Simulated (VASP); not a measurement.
A run of VASP 6.6.1 is set up as follows.

Contents of POSCAR:

```
Bi
1.0
   -1.9409818243      1.9409818243      1.9409818243
    1.9409818243     -1.9409818243      1.9409818243
    1.9409818243      1.9409818243     -1.9409818243
Bi
1
Direct
    0.0000000000      0.0000000000      0.0000000000
```

File INCAR.step1:

```
PREC = Accurate
ENCUT = 520
ISMEAR = -1
SIGMA = 0.05
LREAL = F
LASPH = T
NELM = 60
NBANDS = 14
GGA = PE
ALGO = Normal
EDIFF = 1E-4
LWAVE = T
LCHARG = F
```

The input INCAR.step2:

```
PREC = Accurate
ENCUT = 520
EDIFF = 1E-7
ISMEAR = -1
SIGMA = 0.05
LREAL = F
LASPH = T
NELM = 60
ALGO = Normal
ISIF = 2
LWAVE = F
LCHARG = F
METAGGA = R2SCAN
LMIXTAU = T
IVDW = 12
VDW_S6 = 1.0
VDW_S8 = 0.78981345
VDW_A1 = 0.49484001
VDW_A2 = 5.73083694
NBANDS = 14
ISTART = 1
```

File KPOINTS:

```
regular mesh
0
Gamma
  9 9 9
```

Potentials or basis: VASP PAW PBE potentials, release 64 (Bi_d).

Launch:

```console
$ cat potpaw_PBE.64/Bi_d/POTCAR > POTCAR
$ cp INCAR.step1 INCAR
$ mpirun -np 1 vasp_std > vasp.out
$ cp INCAR.step2 INCAR
$ mpirun -np 1 vasp_std > vasp.out
```

Task: Estimate the pressure.

Result: 2.6 GPa.

Task: Predict the dispersion energy per atom.

Result: -0.256 eV.

Caveat: the PAW data sets were made with another functional, which shifts forces and pressure a little; pairwise dispersion overbinds metals, which lowers pressure and volume.
